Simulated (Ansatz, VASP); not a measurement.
One calculation of Te, two programs

```
Te
1.0
     4.31813    0.00000    0.00000
    -2.15907    3.73961    0.00000
     0.00000    0.00000    5.95635
Te
3
Direct
  0.28377 0.00000 0.33333
  0.00000 0.28377 0.66667
  0.71623 0.71623 0.00000
```

Alike in both runs: functional PBEsol; k mesh 12 × 12 × 8; occupations gaussian, width 0.1 eV; no spin polarisation.

Ansatz relaxed the structure, and its values are those at the end. VASP's run is a single point on that final structure, the one shown.

```csv
,VASP,Ansatz
version,VASP 6.6.1,Ansatz 0.2.0
potentials or method,"VASP PAW PBE potentials, release 64 (Te), cutoff 520 eV","scalar-relativistic, plane waves, PAW"
valence electrons in the cell,18,48
```

Ansatz gave:

* gap on the k mesh at the Fermi level (eV): none
* pressure (GPa): 0.0
* rms of the force components (eV/Å): 0.002

Question: Estimate VASP's values.

Answer: gap on the k mesh at the Fermi level (eV): none; pressure (GPa): 0.1; rms of the force components (eV/Å): 0.012.

VASP's potentials were made for PBE, not for PBEsol. A gap of «none» marks a metal or a gap that the smearing closes. With one functional, cell and mesh, what is left measures potentials, basis and numerics. VASP's potentials hold 18 valence electrons a cell and Ansatz's 48, so a difference there can come from the potentials and not from the codes.

Neither program's run includes spin-orbit coupling.
